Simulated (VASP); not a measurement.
Wanted: the native input for a VASP 6.6.1 run.

| Property | Result |
| --- | --- |
| Task | single point |
| Functional | PBEsol |
| Potentials or basis | VASP PAW PBE potentials, release 64 (Si, Ge_d) |
| Cutoff | 500 eV |
| k mesh | 6 × 6 × 6 |
| Occupations | gaussian, width 0.03 eV |
| Spin | no spin polarisation |
| Dipole correction | no |
| Further INCAR settings | ALGO = Normal; EDIFF = 1e-06; NBANDS = 31 |

The structure of Si7Ge lies in POSCAR:

```
Si7Ge
1.0
    5.4589494008      0.0000000000     -0.3002422170
    0.0000000000      5.4589494008     -0.1501211085
   -0.3002422170     -0.1501211085      5.4589494008
Si Ge
7 1
Direct
    0.2525986838      0.2525986838      0.2525986838
    0.0000000000      0.5000000000      0.5000000000
    0.5000000000      0.5000000000      0.0000000000
    0.5000000000      0.0000000000      0.5000000000
    0.7474013162      0.2525986838      0.7474013162
    0.7474013162      0.7474013162      0.2525986838
    0.2525986838      0.7474013162      0.7474013162
    0.0000000000      0.0000000000      0.0000000000
```

This cell differs from its parent crystal: engineering shear strain xz -0.1100, engineering shear strain yz -0.0550.

These files were run (other wordings do the same):

INCAR

```
SYSTEM = Si7Ge
PREC = Accurate
ENCUT = 500
EDIFF = 1E-6
ISMEAR = 0
SIGMA = 0.03
LREAL = .False.
LASPH = .True.
NELM = 120
ALGO = Normal
ISIF = 2
LWAVE = .False.
LCHARG = .False.
GGA = PS
NBANDS = 31
GGA_COMPAT = .False.
```

KPOINTS

```
regular mesh
0
Gamma
  6 6 6
  0 0 0
```

Potentials or basis: VASP PAW PBE potentials, release 64 (Si, Ge_d).

Launch:

```sh
$ cat potpaw_PBE.64/Si/POTCAR potpaw_PBE.64/Ge_d/POTCAR > POTCAR
$ mpirun -np 1 vasp_std > vasp.out
```

It gave:

```json
{"Pressure": "1.8 GPa", "Largest force": "1.329 eV/Å", "Band gap on the k mesh": "0.10 eV (least direct gap 0.13 eV)"}
```

Caveat: the cell differs from its parent crystal (engineering shear strain xz -0.1100, engineering shear strain yz -0.0550); the PAW data sets were made with another functional, which shifts forces and pressure a little.

Wall time 4.9 min on 1 thread of Intel(R) Xeon(R) Platinum 8375C CPU @ 2.90GHz (Ice Lake), with other jobs on the host, peak memory 0.54 GiB.
